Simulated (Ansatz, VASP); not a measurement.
CoO in VASP and in Ansatz

```
CELL_PARAMETERS angstrom
3.16739 0.00000 0.00000
-1.58369 2.74304 0.00000
0.00000 0.00000 5.28850
ATOMIC_POSITIONS crystal
Co 0.00000 0.00000 0.00714
Co 0.33333 0.66667 0.50714
O 0.00000 0.00000 0.36786
O 0.33333 0.66667 0.86786
```

Alike in both runs: task single point; functional PBE; k mesh 12 × 12 × 8; occupations gaussian, width 0.01 eV; collinear spin.

|  | VASP | Ansatz |
| --- | --- | --- |
| version | VASP 6.6.1 | Ansatz 0.2.0 |
| potentials or method | VASP PAW PBE potentials, release 64 (Co, O), cutoff 520 eV | scalar-relativistic, plane waves, PAW |
| valence electrons in the cell | 30 | 46 |

VASP gave:

| Property | Result |
| --- | --- |
| gap on the k mesh at the Fermi level (eV) | 0.14 |
| least direct gap on the mesh (eV) | 0.23 |
| pressure (GPa) | 0.0 |
| net moment per atom (μB) | 0.00 |
| size of the moment on the site where the two differ most (μB) | 2.28 |

Q: Estimate Ansatz's values.

A: gap on the k mesh at the Fermi level (eV): 0.15; least direct gap on the mesh (eV): 0.22; pressure (GPa): 0.0; net moment per atom (μB): 0.00; size of the moment on the site where the two differ most (μB): 2.11.

Site moments also hang on the region over which each program counts them. VASP's potentials hold 30 valence electrons a cell and Ansatz's 46, so a difference there can come from the potentials and not from the codes. Ansatz's warnings: stability check not made.
